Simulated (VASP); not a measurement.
# Ta (Im-3m) in VASP: a series of runs

Ta is run at these levels: PBE; tasks: single point.

All numbers are computed with VASP 6.6.1; they aren't measurements. Logs are shortened: lines on timing, memory, paths and dates and some standing lists are left out, and cuts for length are marked.

### Step 1. The cell of the first run

The structure is cubic, space group Im-3m (No. 229). The conventional cell has a = 3.038 Å, b = 3.038 Å, c = 3.038 Å, α = 90.00°, β = 90.00°, γ = 90.00°. Ta (site symmetry m-3m) has 14 Ta at 2.63 to 3.04 Å within 3.5 Å.

### Step 2. Single point, PBE (strain -0.080 along x and y, -0.080 along z)

File INCAR:

```
PREC = Accurate
ENCUT = 520
EDIFF = 1E-6
ISMEAR = 0
SIGMA = 0.15
LREAL = F
LASPH = T
NELM = 80
ALGO = Normal
ISIF = 2
LWAVE = F
LCHARG = F
GGA = PE
NBANDS = 12
```

File KPOINTS:

```
Automatic mesh
0
Gamma
  20 20 20
```

File POSCAR:

```
Ta
1.0
   -1.5191776000      1.5191776000      1.5191776000
    1.5191776000     -1.5191776000      1.5191776000
    1.5191776000      1.5191776000     -1.5191776000
Ta
1
Direct
    0.0000000000      0.0000000000      0.0000000000
```

Potentials or basis: VASP PAW PBE potentials, release 64 (Ta_pv).

Run with:

```sh
$ cat potpaw_PBE.64/Ta_pv/POTCAR > POTCAR
$ mpirun -np 1 vasp_std > vasp.out
```

OUTCAR:

```text
PREC = Accurate
   ENCUT = 520
   EDIFF = 1E-6
   ISMEAR = 0
   LREAL = F
   LASPH = T
   NELM = 80
   ISIF = 2
   GGA = PE

 ion  position               nearest neighbor table
   1  0.000  0.000  0.000-

  LATTYP: Found a body centered cubic cell.
 ALAT       =     3.0383552000

  Lattice vectors:

 A1 = (  -1.5191776000,   1.5191776000,   1.5191776000)
 A2 = (   1.5191776000,  -1.5191776000,   1.5191776000)
 A3 = (   1.5191776000,   1.5191776000,  -1.5191776000)

Analysis of symmetry for initial positions (statically):
=====================================================================
 Subroutine PRICEL returns:
 Original cell was already a primitive cell.

 Routine SETGRP: Setting up the symmetry group for a
 body centered cubic supercell.

 Subroutine GETGRP returns: Found 48 space group operations
 (whereof 48 operations were pure point group operations)
 out of a pool of 48 trial point group operations.

The static configuration has the point symmetry O_h .

Analysis of symmetry for dynamics (positions and initial velocities):
=====================================================================
 Subroutine PRICEL returns:
 Original cell was already a primitive cell.

 Routine SETGRP: Setting up the symmetry group for a
 body centered cubic supercell.

 Subroutine GETGRP returns: Found 48 space group operations
 (whereof 48 operations were pure point group operations)
 out of a pool of 48 trial point group operations.

The dynamic configuration has the point symmetry O_h .

 Subroutine INISYM returns: Found 48 space group operations
 (whereof 48 operations are pure point group operations),
 and found     1 'primitive' translations

----------------------------------------------------------------------------------------

                                     Primitive cell

  volume of cell :      14.0244

  direct lattice vectors                    reciprocal lattice vectors
    -1.519177600  1.519177600  1.519177600     0.000000000  0.329125443  0.329125443
     1.519177600 -1.519177600  1.519177600     0.329125443  0.000000000  0.329125443
     1.519177600  1.519177600 -1.519177600     0.329125443  0.329125443  0.000000000

  length of vectors
     2.631292789  2.631292789  2.631292789     0.465453665  0.465453665  0.465453665

  position of ions in fractional coordinates (direct lattice)
     0.000000000  0.000000000  0.000000000

  ion indices of the primitive-cell ions
   primitive index   ion index
                 1           1

----------------------------------------------------------------------------------------

 KPOINTS: Automatic mesh

Automatic generation of k-mesh.
 Grid dimensions read from file:
 generate k-points for:   20   20   20

 Generating k-lattice:

  Cartesian coordinates                     Fractional coordinates (reciprocal lattice)
     0.000000000  0.016456272  0.016456272     0.050000000  0.000000000  0.000000000
     0.016456272  0.000000000  0.016456272     0.000000000  0.050000000  0.000000000
     0.016456272  0.016456272  0.000000000     0.000000000  0.000000000  0.050000000

  Length of vectors
     0.023272683  0.023272683  0.023272683

  Shift w.r.t. Gamma in fractional coordinates (k-lattice)
     0.000000000  0.000000000  0.000000000

 Subroutine IBZKPT returns following result:
 ===========================================

 Found    256 irreducible k-points:

 Following reciprocal coordinates:
            Coordinates               Weight
  0.000000  0.000000  0.000000      1.000000
  0.050000  0.000000  0.000000     12.000000
  0.100000  0.000000  0.000000     12.000000
  0.150000  0.000000  0.000000     12.000000
  0.200000  0.000000  0.000000     12.000000
  0.250000  0.000000  0.000000     12.000000
[... 16 lines left out ...]
  0.200000  0.100000  0.000000     48.000000
  0.250000  0.100000 -0.000000     48.000000
 [... further k-points ...]
   k-points           NKPTS =    256   k-points in BZ     NKDIM =    256   number of bands    NBANDS=     12
   number of dos      NEDOS =    301   number of ions     NIONS =      1
   total plane-waves  NPLWV =   8000
   dimension x,y,z NGX =    20 NGY =   20 NGZ =   20
   dimension x,y,z NGXF=    40 NGYF=   40 NGZF=   40
   ions per type =               1
   NGX,Y,Z   is equivalent  to a cutoff of  12.64, 12.64, 12.64 a.u.
   NGXF,Y,Z  is equivalent  to a cutoff of  25.27, 25.27, 25.27 a.u.
 SYSTEM =  unknown system
   PREC   = accura    normal or accurate (medium, high low for compatibility)
   ISTART =      0    job   : 0-new  1-cont  2-samecut
   ICHARG =      2    charge: 1-file 2-atom 10-const
   ISPIN  =      1    spin polarized calculation?
   LNONCOLLINEAR =      F non collinear calculations
   LSORBIT =      F    spin-orbit coupling
   LASPH  =      T    aspherical Exc in radial PAW
   ENCUT  =  520.0 eV  38.22 Ry    6.18 a.u.   4.89  4.89  4.89*2*pi/ulx,y,z
   NELM   =     80;   NELMIN=  2; NELMDL= -5     # of ELM steps
   EDIFF  = 0.1E-05   stopping-criterion for ELM
   LREAL  =      F    real-space projection
   EDIFFG = 0.1E-04   stopping-criterion for IOM
   NSW    =      0    number of steps for IOM
   IBRION =     -1    ionic relax: 0-MD 1-quasi-New 2-CG
   NFREE  =      0    steps in history (QN), initial steepest desc. (CG)
   ISIF   =      2    stress and relaxation
   ISYM   =      2    0-nonsym 1-usesym 2-fastsym
   POTIM  = 0.5000    time-step for ionic-motion
   TEBEG  =    0.0;   TEEND  =   0.0 temperature during run
   PSTRESS=    0.0 pullay stress
   NELECT =      11.0000    total number of electrons
   NUPDOWN=      -1.0000    fix difference up-down
   EMIN   =  10.00;   EMAX   =-10.00  energy-range for DOS
   EFERMI =   0.00;   METHOD = LEGACY
   ISMEAR =     0;   SIGMA  =   0.15  broadening in eV -4-tet -1-fermi 0-gaus
   EFERMI_NEDOS =   21; number of points for ismear=-14 and -15
   IALGO  =     38    algorithm
   IMIX   =      4    mixing-type and parameters
     AMIX     =   0.40;   BMIX     =  1.00
     AMIX_MAG =   1.60;   BMIX_MAG =  1.00
  volume/ion in A,a.u.               =      14.02        94.64
  Fermi-wavevector in a.u.,A,eV,Ry     =   1.509769  2.853050 31.013154  2.279403
  Thomas-Fermi vector in A             =   2.620047
   LORBIT       =      0    0 simple, 1 ext, 2 COOP (PROOUT), +10 PAW based schemes
   GGA     = PE    functional components
   LHFCALC =     F    Hartree Fock is set to
   AEXX    =    0.0000 exact exchange contribution
   IVDW    =     0    specifies the selected vdW correction
   LEPSILON=     F    determine dielectric tensor
   LRPA    =     F    only Hartree local field effects (RPA)
 non-spin polarized calculation
 Gauss-broadening in eV      SIGMA  =   0.15
  energy-cutoff  :      520.00
  volume of cell :       14.02
 maximum number of plane-waves:       394
   NGX =  9   NGY =  9   NGZ =  9

 number of electron      10.9999998 magnetization

 Free energy of the ion-electron system (eV)
  ---------------------------------------------------
  ext. energy  EPLUGINS =         0.00000000
  ---------------------------------------------------
  free energy    TOTEN  =       -10.89335740 eV

  energy without entropy =      -10.88223823  energy(sigma->0) =      -10.88779781

 E-fermi :   7.7462     XC(G=0): -13.9538

 val. band max:        7.7341771348   @ k =  -0.2000   0.2000   0.1500
 cond. band min:       7.7470562506   @ k =   0.1000   0.0500  -0.0000
 fundamental gap:      0.0128791158
 Fermi energy:         7.7461887105

 k-point     1 :       0.0000    0.0000    0.0000
  band No.  band energies     occupation
      1     -24.3310      2.00000
      2     -24.3310      2.00000
      3     -24.3310      2.00000
      4      -1.0464      2.00000
      5       8.3518      0.00000
      6       8.3518      0.00000
      7       8.3518      0.00000
      8      12.5833      0.00000
      9      12.5833      0.00000
     10      23.9265      0.00000
     11      23.9265      0.00000
     12      23.9265      0.00000

 k-point     2 :       0.0500    0.0000    0.0000
  band No.  band energies     occupation
      1     -24.4042      2.00000
      2     -24.3517      2.00000
      3     -24.3318      2.00000
      4      -0.8885      2.00000
      5       8.2456      0.00000
      6       8.3244      0.00000
      7       8.5047      0.00000
      8      12.3900      0.00000
      9      12.5787      0.00000
     10      23.2265      0.00000
     11      24.0789      0.00000
     12      24.1861      0.00000

 k-point     3 :       0.1000    0.0000    0.0000
  band No.  band energies     occupation
      1     -24.6126      2.00000
      2     -24.4114      2.00000
      3     -24.3343      2.00000
      4      -0.4360      2.00000
      5       7.9516      0.05284
      6       8.2123      0.00001
      7       8.9591      0.00000
      8      11.9796      0.00000
      9      12.5751      0.00000
     10      23.2263      0.00000
     11      24.4954      0.00000
     12      24.9399      0.00000

 k-point     4 :       0.1500    0.0000    0.0000
  band No.  band energies     occupation
      1     -24.9264      2.00000
      2     -24.5032      2.00000
      3     -24.3383      2.00000
      4       0.2454      2.00000
      5       7.5286      1.95977
      6       7.9664      0.03788
      7       9.7022      0.00000
      8      11.6728      0.00000
      9      12.5969      0.00000
     10      23.2258      0.00000
     11      25.0294      0.00000
     12      26.1255      0.00000

 k-point     5 :       0.2000    0.0000    0.0000
  band No.  band energies     occupation
      1     -25.3046      2.00000
      2     -24.6168      2.00000
      3     -24.3433      2.00000
      4       1.0372      2.00000
      5       7.0448      2.00000
      6       7.6483      1.64387
      7      10.7125      0.00000
      8      11.6501      0.00000
      9      12.6722      0.00000
     10      23.2250      0.00000
     11      25.3480      0.00000
     12      27.6694      0.00000
[... 228 lines left out ...]
      1     -25.0885      2.00000
      2     -24.5056      2.00000
      3     -24.3996      2.00000
      4       0.6371      2.00000
      5       7.4608      1.99288
      6       7.5856      1.87001
      7      10.2586      0.00000
      8      11.3258      0.00000
      9      12.8741      0.00000
     10      23.2255      0.00000
     11      25.2627      0.00000
     12      26.8676      0.00000

 k-point    22 :       0.1500    0.1000    0.0000
  band No.  band energies     occupation
      1     -25.4222      2.00000
      2     -24.6185      2.00000
      3     -24.4217      2.00000
      4       1.4137      2.00000
      5       7.0296      2.00000
      6       7.2337      2.00000
      7      11.1889      0.00000
      8      11.3528      0.00000
      9      13.1154      0.00000
     10      23.2245      0.00000
     11      25.8320      0.00000
     12      27.2944      0.00000

 k-point    23 :       0.2000    0.1000    0.0000
  band No.  band energies     occupation
      1     -25.7723      2.00000
      2     -24.7576      2.00000
      3     -24.4346      2.00000
      4       2.1498      2.00000
      5       6.5580      2.00000
      6       7.0589      2.00000
      7      11.3523      0.00000
      8      12.6287      0.00000
      9      13.3622      0.00000
     10      23.2225      0.00000
     11      25.4689      0.00000
     12      27.6478      0.00000

 k-point    24 :       0.2500    0.1000   -0.0000
  band No.  band energies     occupation
      1     -26.1063      2.00000
      2     -24.8992      2.00000
      3     -24.4445      2.00000
      4       2.6212      2.00000
      5       6.1468      2.00000
      6       7.2562      2.00000
      7      11.6974      0.00000
      8      13.5949      0.00000
      9      14.0863      0.00000
     10      23.2181      0.00000
     11      24.3833      0.00000
     12      27.3795      0.00000

 [... further k-points ...]

------------------------ aborting loop because EDIFF is reached ----------------------------------------

  FORCE on cell =-STRESS in cart. coord.  units (eV):
  Direction    XX          YY          ZZ          XY          YZ          ZX
  --------------------------------------------------------------------------------------
  -------------------------------------------------------------------------------------
  Total        7.4512652      7.4512652      7.4512652     -0.0000000     -0.0000000      0.0000000
  in kB      851.2457674    851.2457674    851.2457674     -0.0000000     -0.0000000      0.0000000
  external PRESSURE =     851.2457674 kB  Pullay stress =       0.0000000 kB

 VOLUME and BASIS-vectors are now :
 -----------------------------------------------------------------------------
  energy-cutoff  :      520.00
  volume of cell :       14.02
      direct lattice vectors                 reciprocal lattice vectors
    -1.519177600  1.519177600  1.519177600     0.000000000  0.329125443  0.329125443
     1.519177600 -1.519177600  1.519177600     0.329125443  0.000000000  0.329125443
     1.519177600  1.519177600 -1.519177600     0.329125443  0.329125443  0.000000000

 POSITION                                       TOTAL-FORCE (eV/Angst)
 -----------------------------------------------------------------------------------
      0.00000      0.00000      0.00000         0.000000     -0.000000     -0.000000
 -----------------------------------------------------------------------------------
    total drift:                                0.000000      0.000000      0.000000

  FREE ENERGIE OF THE ION-ELECTRON SYSTEM (eV)
  ---------------------------------------------------
  free  energy   TOTEN  =       -10.8933574024 eV

  energy  without entropy=      -10.8822382275  energy(sigma->0) =      -10.88779781
```

It took 21 s on 1 thread of Intel Xeon Platinum 8559C (Emerald Rapids), shared host; peak memory 0.15 GiB.

Results:

- Free energy: -10.8934 eV
- Pressure: 85.1 GPa
- Band gap on the k mesh: zero (an odd number of electrons rules out a gap without spin polarisation)

Levels at points of the mesh, in eV from the Fermi level:
| k point | band 1 | band 2 | band 3 | band 4 | band 5 | band 6 | band 7 | band 8 | band 9 | band 10 |
| --- | --- | --- | --- | --- | --- | --- | --- | --- | --- | --- |
| (0.00, 0.00, 0.00) | -32.08 | -32.08 | -32.08 | -8.79 | 0.61 | 0.61 | 0.61 | 4.84 | 4.84 | 16.18 |
| (0.50, 0.00, 0.00) | -34.63 | -32.87 | -32.11 | -5.70 | -2.51 | 3.16 | 4.98 | 6.31 | 10.52 | 13.12 |
| (0.50, 0.50, 0.50) | -33.80 | -33.80 | -33.80 | -5.63 | -5.63 | 9.06 | 9.06 | 9.06 | 11.35 | 11.35 |

Caveat: the cell differs from its parent crystal (strain -0.080 along x and y, -0.080 along z); the cell stands under pressure; spin-orbit coupling is left out, which moves the levels of the heavy elements.

### Step 3. Single point, PBE (strain -0.040 along x and y, -0.040 along z)

INCAR, as its differences from that of step 2:

```diff
@@ -7,3 +7,3 @@
 LASPH = T
-NELM = 80
+NELM = 60
 ALGO = Normal
```

File KPOINTS:

```
regular mesh
0
Gamma
  20 20 20
```

File POSCAR:

```
Ta
1.0
   -1.5852288000      1.5852288000      1.5852288000
    1.5852288000     -1.5852288000      1.5852288000
    1.5852288000      1.5852288000     -1.5852288000
Ta
1
Direct
    0.0000000000      0.0000000000      0.0000000000
```

Potentials or basis: VASP PAW PBE potentials, release 64 (Ta_pv).

Run with:

```sh
$ cat potpaw_PBE.64/Ta_pv/POTCAR > POTCAR
$ mpirun -np 1 vasp_std > vasp.out
```

Wall time 24 s (1 thread of Intel Xeon Platinum 8559C (Emerald Rapids), shared host); peak memory 0.16 GiB.

Results (log left out):

* Free energy: -11.5855 eV
* Pressure: 35.3 GPa
* Band gap on the k mesh: zero (an odd number of electrons rules out a gap without spin polarisation)

Levels at points of the mesh, in eV from the Fermi level:
| k point | band 3 | band 4 | band 5 | band 6 | band 7 | band 8 |
| --- | --- | --- | --- | --- | --- | --- |
| (0.00, 0.00, 0.00) | -32.57 | -8.36 | 0.72 | 0.72 | 0.72 | 4.44 |
| (0.50, 0.00, 0.00) | -32.59 | -4.96 | -1.94 | 2.25 | 4.42 | 5.60 |
| (0.50, 0.50, 0.50) | -33.76 | -4.60 | -4.60 | 7.89 | 7.89 | 7.89 |

Caveat: the cell differs from its parent crystal (strain -0.040 along x and y, -0.040 along z); the cell stands under pressure; spin-orbit coupling is left out, which moves the levels of the heavy elements.

The gap in the log of VASP goes by the Fermi energy; the results here count the filled bands.